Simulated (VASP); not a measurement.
# CdSe (Fm-3m) in VASP: further runs

CdSe is run at these levels: PBE+U, BLYP; tasks: single point, density of states.

All numbers are computed with VASP 6.6.1; they aren't measurements. Logs are shortened: lines on timing, memory, paths and dates and some standing lists are left out, and cuts for length are marked.

## (1) The cell of the first run

Symmetry: Fm-3m, No. 225, cubic system. The conventional cell has a = 5.748 Å, b = 5.748 Å, c = 5.748 Å, α = 90.00°, β = 90.00°, γ = 90.00°. Cd (site symmetry m-3m) has 6 Se at 2.87 Å within 3.8 Å. Se (site symmetry m-3m) has 6 Cd at 2.87 Å within 3.8 Å.

## (2) Single point, PBE+U, collinear spin, zero start

File INCAR:

```
SYSTEM = CdSe
PREC = Accurate
ENCUT = 520
EDIFF = 1E-7
ISMEAR = 0
SIGMA = 0.1
LREAL = .FALSE.
LASPH = .TRUE.
NELM = 150
ALGO = Normal
ISIF = 2
LWAVE = .FALSE.
LCHARG = .TRUE.
ISPIN = 2
MAGMOM = 0 0
LORBIT = 11
LDAU = .TRUE.
LDAUTYPE = 2
LDAUL = 2 -1
LDAUU = 4.7 0
LDAUJ = 0 0
LDAUPRINT = 1
GGA = PE
LELF = .TRUE.
LVHAR = .TRUE.
NBANDS = 20
```

File KPOINTS:

```
Automatic mesh
0
G
  4 4 4
  0 0 0
```

File POSCAR:

```
CdSe
1.0
    0.0000000000      2.8739580000      2.8739580000
    2.8739580000      0.0000000000      2.8739580000
    2.8739580000      2.8739580000      0.0000000000
Cd Se
1 1
Direct
    0.0000000000      0.0000000000      0.0000000000
    0.5000000000      0.5000000000      0.5000000000
```

Potentials or basis: VASP PAW PBE potentials, release 64 (Cd, Se).

Run with:

```console
$ cat potpaw_PBE.64/Cd/POTCAR potpaw_PBE.64/Se/POTCAR > POTCAR
$ mpirun -np 1 vasp_std > vasp.out
```

OUTCAR:

```text
SYSTEM = CdSe
   PREC = Accurate
   ENCUT = 520
   EDIFF = 1E-7
   ISMEAR = 0
   LREAL = .FALSE.
   LASPH = .TRUE.
   NELM = 150
   ISIF = 2
   ISPIN = 2
   LORBIT = 11
   GGA = PE

 ion  position               nearest neighbor table
   1  0.000  0.000  0.000-   2 2.87   2 2.87   2 2.87   2 2.87   2 2.87   2 2.87
   2  0.500  0.500  0.500-   1 2.87   1 2.87   1 2.87   1 2.87   1 2.87   1 2.87

  LATTYP: Found a face centered cubic cell.
 ALAT       =     5.7479160000

  Lattice vectors:

 A1 = (   0.0000000000,   2.8739580000,   2.8739580000)
 A2 = (   2.8739580000,   0.0000000000,   2.8739580000)
 A3 = (   2.8739580000,   2.8739580000,   0.0000000000)

Analysis of symmetry for initial positions (statically):
=====================================================================
 Subroutine PRICEL returns:
 Original cell was already a primitive cell.

 Routine SETGRP: Setting up the symmetry group for a
 face centered cubic supercell.

 Subroutine GETGRP returns: Found 48 space group operations
 (whereof 48 operations were pure point group operations)
 out of a pool of 48 trial point group operations.

The static configuration has the point symmetry O_h .

Analysis of symmetry for dynamics (positions and initial velocities):
=====================================================================
 Subroutine PRICEL returns:
 Original cell was already a primitive cell.

 Routine SETGRP: Setting up the symmetry group for a
 face centered cubic supercell.

 Subroutine GETGRP returns: Found 48 space group operations
 (whereof 48 operations were pure point group operations)
 out of a pool of 48 trial point group operations.

The dynamic configuration has the point symmetry O_h .

Analysis of structural, dynamic, and magnetic symmetry:
=====================================================================
 Subroutine PRICEL returns:
 Original cell was already a primitive cell.

 Routine SETGRP: Setting up the symmetry group for a
 face centered cubic supercell.

 Subroutine GETGRP returns: Found 48 space group operations
 (whereof 48 operations were pure point group operations)
 out of a pool of 48 trial point group operations.

The overall configuration has the point symmetry O_h .

 Subroutine INISYM returns: Found 48 space group operations
 (whereof 48 operations are pure point group operations),
 and found     1 'primitive' translations

----------------------------------------------------------------------------------------

                                     Primitive cell

  volume of cell :      47.4757

  direct lattice vectors                    reciprocal lattice vectors
     0.000000000  2.873958000  2.873958000    -0.173976098  0.173976098  0.173976098
     2.873958000  0.000000000  2.873958000     0.173976098 -0.173976098  0.173976098
     2.873958000  2.873958000  0.000000000     0.173976098  0.173976098 -0.173976098

  length of vectors
     4.064390381  4.064390381  4.064390381     0.301335442  0.301335442  0.301335442

  position of ions in fractional coordinates (direct lattice)
     0.000000000  0.000000000  0.000000000
     0.500000000  0.500000000  0.500000000

  ion indices of the primitive-cell ions
   primitive index   ion index
                 1           1
                 2           2

----------------------------------------------------------------------------------------

 KPOINTS: Automatic mesh

Automatic generation of k-mesh.
 Grid dimensions read from file:
 generate k-points for:    4    4    4

 Generating k-lattice:

  Cartesian coordinates                     Fractional coordinates (reciprocal lattice)
[... 53 lines left out ...]
   PSTRESS=    0.0 pullay stress
   NELECT =      18.0000    total number of electrons
   NUPDOWN=      -1.0000    fix difference up-down
   EMIN   =  10.00;   EMAX   =-10.00  energy-range for DOS
   EFERMI =   0.00;   METHOD = LEGACY
   ISMEAR =     0;   SIGMA  =   0.10  broadening in eV -4-tet -1-fermi 0-gaus
   EFERMI_NEDOS =   21; number of points for ismear=-14 and -15
   IALGO  =     38    algorithm
   IMIX   =      4    mixing-type and parameters
     AMIX     =   0.40;   BMIX     =  1.00
     AMIX_MAG =   1.60;   BMIX_MAG =  1.00
  volume/ion in A,a.u.               =      23.74       160.19
  Fermi-wavevector in a.u.,A,eV,Ry     =   1.184882  2.239103 19.101849  1.403946
  Thomas-Fermi vector in A             =   2.321088
   LORBIT       =     11    0 simple, 1 ext, 2 COOP (PROOUT), +10 PAW based schemes
 LDA+U is selected, type is set to LDAUTYPE =  2
   angular momentum for each species LDAUL =     2   -1
   U (eV)           for each species LDAUU =   4.7  0.0
   J (eV)           for each species LDAUJ =   0.0  0.0
   GGA     = PE    functional components
   LHFCALC =     F    Hartree Fock is set to
   AEXX    =    0.0000 exact exchange contribution
   IVDW    =     0    specifies the selected vdW correction
   LEPSILON=     F    determine dielectric tensor
   LRPA    =     F    only Hartree local field effects (RPA)
 spin polarized calculation
 Gauss-broadening in eV      SIGMA  =   0.10
  energy-cutoff  :      520.00
  volume of cell :       47.48
 maximum number of plane-waves:      1298
   NGX = 15   NGY = 15   NGZ = 15

 number of electron      18.0000008 magnetization       0.0000972

atom =   1  type =  1  l = 2

 onsite density matrix

spin component  1

  0.9774 -0.0000 -0.0000 -0.0000 -0.0000
 -0.0000  0.9774  0.0000 -0.0000  0.0000
 -0.0000  0.0000  0.9899  0.0000 -0.0000
 -0.0000 -0.0000  0.0000  0.9774  0.0000
 -0.0000  0.0000 -0.0000  0.0000  0.9899

spin component  2

  0.9774 -0.0000 -0.0000 -0.0000 -0.0000
 -0.0000  0.9774  0.0000 -0.0000  0.0000
 -0.0000  0.0000  0.9899  0.0000 -0.0000
 -0.0000 -0.0000  0.0000  0.9774  0.0000
 -0.0000  0.0000 -0.0000  0.0000  0.9899

 occupancies and eigenvectors

  o =  0.9774  v =  1.0000  0.0000  0.0000  0.0000  0.0000  0.0000  0.0000  0.0000  0.0000  0.0000      0.0000  0.0000  0.0000  0.0000  0.0000  0.0000  0.0000  0.0000  0.0000  0.0000
  o =  0.9774  v =  0.0000 -0.8877  0.0000 -0.4604 -0.0000  0.0000  0.0000  0.0000  0.0000  0.0000      0.0000  0.0000  0.0000  0.0000  0.0000  0.0000  0.0000  0.0000  0.0000  0.0000
  o =  0.9774  v =  0.0000 -0.4604  0.0000  0.8877 -0.0000  0.0000  0.0000  0.0000  0.0000  0.0000      0.0000  0.0000  0.0000  0.0000  0.0000  0.0000  0.0000  0.0000  0.0000  0.0000
  o =  0.9774  v =  0.0000  0.0000  0.0000  0.0000  0.0000  1.0000  0.0000  0.0000  0.0000  0.0000      0.0000  0.0000  0.0000  0.0000  0.0000  0.0000  0.0000  0.0000  0.0000  0.0000
  o =  0.9774  v =  0.0000  0.0000  0.0000  0.0000  0.0000  0.0000  0.0714 -0.0000 -0.9974 -0.0000      0.0000  0.0000  0.0000  0.0000  0.0000  0.0000  0.0000  0.0000  0.0000  0.0000
  o =  0.9774  v =  0.0000  0.0000  0.0000  0.0000  0.0000  0.0000  0.9974 -0.0000  0.0714 -0.0000      0.0000  0.0000  0.0000  0.0000  0.0000  0.0000  0.0000  0.0000  0.0000  0.0000
  o =  0.9899  v =  0.0000  0.0000  1.0000  0.0000  0.0001  0.0000  0.0000  0.0000  0.0000  0.0000      0.0000  0.0000  0.0000  0.0000  0.0000  0.0000  0.0000  0.0000  0.0000  0.0000
  o =  0.9899  v =  0.0000 -0.0000 -0.0001  0.0000  1.0000  0.0000  0.0000  0.0000  0.0000  0.0000      0.0000  0.0000  0.0000  0.0000  0.0000  0.0000  0.0000  0.0000  0.0000  0.0000
  o =  0.9899  v =  0.0000  0.0000  0.0000  0.0000  0.0000  0.0000 -0.0000 -0.0300  0.0000 -0.9995      0.0000  0.0000  0.0000  0.0000  0.0000  0.0000  0.0000  0.0000  0.0000  0.0000
  o =  0.9899  v =  0.0000  0.0000  0.0000  0.0000  0.0000  0.0000 -0.0000 -0.9995  0.0000  0.0300      0.0000  0.0000  0.0000  0.0000  0.0000  0.0000  0.0000  0.0000  0.0000  0.0000

 number of electron      18.0000008 magnetization      -0.0000105

 Free energy of the ion-electron system (eV)
  ---------------------------------------------------
  ext. energy  EPLUGINS =         0.00000000
  ---------------------------------------------------
  free energy    TOTEN  =        -4.44924164 eV

  energy without entropy =       -4.44106002  energy(sigma->0) =       -4.44515083

 E-fermi :   2.0313     XC(G=0):  -9.9591

 val. band max:        2.0009374030   @ k =   0.5000   0.0000   0.0000
 cond. band min:       2.4056565236   @ k =   0.0000   0.0000   0.0000
 fundamental gap:      0.4047191206
 Fermi energy:         2.0313048274

 spin component 1

 k-point     1 :       0.0000    0.0000    0.0000
  band No.  band energies     occupation
      1     -10.6354      1.00000
      2      -7.7768      1.00000
      3      -7.7768      1.00000
      4      -7.6989      1.00000
      5      -7.6989      1.00000
      6      -7.6989      1.00000
[... 160 lines left out ...]
      6      -7.0094      1.00000
[... 12 lines left out ...]
     19      19.9685      0.00000
     20      19.9685      0.00000
 Fermi energy:         2.0313048274

 spin component 2

 k-point     1 :       0.0000    0.0000    0.0000
  band No.  band energies     occupation
      1     -10.6354      1.00000
      2      -7.7768      1.00000
      3      -7.7768      1.00000
      4      -7.6990      1.00000
      5      -7.6990      1.00000
      6      -7.6990      1.00000
[... 173 lines left out ...]
     19      19.9684      0.00000
     20      19.9685      0.00000

------------------------ aborting loop because EDIFF is reached ----------------------------------------

  FORCE on cell =-STRESS in cart. coord.  units (eV):
  Direction    XX          YY          ZZ          XY          YZ          ZX
  --------------------------------------------------------------------------------------
  -------------------------------------------------------------------------------------
  Total       -0.0779800     -0.0779800     -0.0779800      0.0000000     -0.0000000      0.0000000
  in kB       -2.6316173     -2.6316173     -2.6316173      0.0000000     -0.0000000      0.0000000
  external PRESSURE =      -2.6316173 kB  Pullay stress =       0.0000000 kB

 VOLUME and BASIS-vectors are now :
 -----------------------------------------------------------------------------
  energy-cutoff  :      520.00
  volume of cell :       47.48
      direct lattice vectors                 reciprocal lattice vectors
     0.000000000  2.873958000  2.873958000    -0.173976098  0.173976098  0.173976098
     2.873958000  0.000000000  2.873958000     0.173976098 -0.173976098  0.173976098
     2.873958000  2.873958000  0.000000000     0.173976098  0.173976098 -0.173976098

 POSITION                                       TOTAL-FORCE (eV/Angst)
 -----------------------------------------------------------------------------------
      0.00000      0.00000      0.00000        -0.000000      0.000000      0.000000
      2.87396      2.87396      2.87396         0.000000     -0.000000     -0.000000
 -----------------------------------------------------------------------------------
    total drift:                               -0.000000      0.000000      0.000000

  FREE ENERGIE OF THE ION-ELECTRON SYSTEM (eV)
  ---------------------------------------------------
  free  energy   TOTEN  =        -4.4492416429 eV

  energy  without entropy=       -4.4410600212  energy(sigma->0) =       -4.44515083

 total charge

# of ion       s       p       d       tot
------------------------------------------
    1        0.404   0.220   9.788  10.412
    2        1.456   2.355   0.016   3.827
--------------------------------------------------
tot          1.860   2.575   9.805  14.239

 magnetization (x)

# of ion       s       p       d       tot
------------------------------------------
    1        0.000   0.000  -0.000  -0.000
    2       -0.000   0.000   0.000  -0.000
--------------------------------------------------
tot         -0.000   0.000  -0.000  -0.000
```

It took 42 s on 1 thread of AMD EPYC 7R13, shared host; peak memory 0.16 GiB.

Results:

```yaml
Free_energy: -4.4492 eV
Pressure: -0.3 GPa
Band_gap_on_the_k_mesh: zero (filled and empty bands overlap)
Net_moment: 0.00 μB per cell
Valence_electrons_inside_the_program's_atomic_spheres: Cd 10.41; Se 3.83
```

Eigenvalues of the final occupation matrices:
| site | spin | trace | eigenvalues |
| --- | --- | --- | --- |
| site 1 d | 1 | 4.91 | 0.98 0.98 0.98 0.99 0.99 |
| site 1 d | 2 | 4.91 | 0.98 0.98 0.98 0.99 0.99 |

Caveat: the k points lie up to 0.47 Å⁻¹ apart.

## (3) Density of states, BLYP

POSCAR is that of step 2.

File INCAR.step1:

```
SYSTEM = CdSe
PREC = Accurate ; ENCUT = 520
EDIFF = 1E-6 ; ISMEAR = 1
SIGMA = 0.069 ; LREAL = .FALSE.
LASPH = .TRUE. ; NELM = 80
ALGO = Normal ; ISIF = 2
LWAVE = .FALSE. ; LCHARG = .TRUE.
GGA = B5 ; ALDAX = 1.0
AGGAX = 1.0 ; AGGAC = 1.0
ALDAC = 0.0 ; NBANDS = 16
```

File INCAR.step2:

```
SYSTEM = CdSe
PREC = Accurate ; ENCUT = 520
EDIFF = 1E-6 ; ISMEAR = 0
SIGMA = 0.069 ; LREAL = .FALSE.
LASPH = .TRUE. ; NELM = 80
ALGO = Normal ; ISIF = 2
LWAVE = .FALSE. ; LCHARG = .FALSE.
GGA = B5 ; ALDAX = 1.0
AGGAX = 1.0 ; AGGAC = 1.0
ALDAC = 0.0 ; LORBIT = 11
NEDOS = 2001 ; ICHARG = 11
```

File KPOINTS:

```
Automatic mesh
0
G
  1 1 1
  0 0 0
```

Potentials or basis: VASP PAW PBE potentials, release 64 (Cd, Se).

Run with:

```console
$ cat potpaw_PBE.64/Cd/POTCAR potpaw_PBE.64/Se/POTCAR > POTCAR
$ cp INCAR.step1 INCAR
$ mpirun -np 1 vasp_std > vasp.out
$ cp INCAR.step2 INCAR
$ mpirun -np 1 vasp_std > vasp.out
```

It took 41 s on 1 thread of AMD EPYC 7R13 (Zen 3), shared host; peak memory 0.13 GiB.

Results (log left out):

```yaml
Valence_electrons_inside_the_program's_atomic_spheres: Cd 10.21; Se 4.08
```

Levels at points of the mesh, in eV from the valence-band top:
```tsv
k point	band 7	band 8	band 9	band 10	band 11	band 12	band 13
(0.00, 0.00, 0.00)	-0.04	-0.04	-0.04	0.00	8.79	8.79	8.79
```

Caveat: the k points lie up to 1.89 Å⁻¹ apart; the PAW data sets were made with another functional, which shifts forces and pressure a little.
